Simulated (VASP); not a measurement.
Set up this calculation in VASP 6.6.1, as the native input.

```
Task                   : single point
Functional             : PBE
Potentials or basis    : VASP PAW PBE potentials, release 64 (Pt, S)
Cutoff                 : 520 eV
k mesh                 : 7 × 7 × 5
Occupations            : gaussian, width 0.1 eV
Spin                   : no spin polarisation
Dipole correction      : no
Further INCAR settings : ALGO = Normal; EDIFF = 1e-07; NBANDS = 18
```

The structure of PtS2 lies in POSCAR:

```
PtS2
1.0
    3.5432000000      0.0000000000      0.0000000000
   -1.7716000000      3.0685012107      0.0000000000
    0.0000000000      0.0000000000      5.0388000000
Pt S
1 2
Direct
    0.0000000000      0.0000000000      0.0000000000
    0.6666666667      0.3333333333      0.7730000000
    0.3333333333      0.6666666667      0.2270000000
```

One way to write it, as run:

INCAR

```
ALGO = Normal
EDIFF = 1E-7
ENCUT = 520
GGA = PE
ISIF = 2
ISMEAR = 0
LASPH = True
LCHARG = False
LREAL = False
LWAVE = False
NBANDS = 18
NELM = 60
PREC = Accurate
SIGMA = 0.1
```

KPOINTS

```
k-points
0
Gamma
  7 7 5
```

Potentials or basis: VASP PAW PBE potentials, release 64 (Pt, S).

The run is started by

```console
$ cat potpaw_PBE.64/Pt/POTCAR potpaw_PBE.64/S/POTCAR > POTCAR
$ mpirun -np 1 vasp_std > vasp.out
```

It gave:

```yaml
Pressure: 11.1 GPa
Largest_force: 1.214 eV/Å
Band_gap_on_the_k_mesh: 0.89 eV, indirect (least direct gap 1.18 eV)
```

Caveat: spin-orbit coupling is left out, which moves the levels of the heavy elements; forces of over 1 eV/Å act on the atoms, so gaps and moduli don't describe the material at rest.

Wall time 32 s on 1 thread of Intel Xeon 6975P-C, on a shared host, peak memory 0.19 GiB.
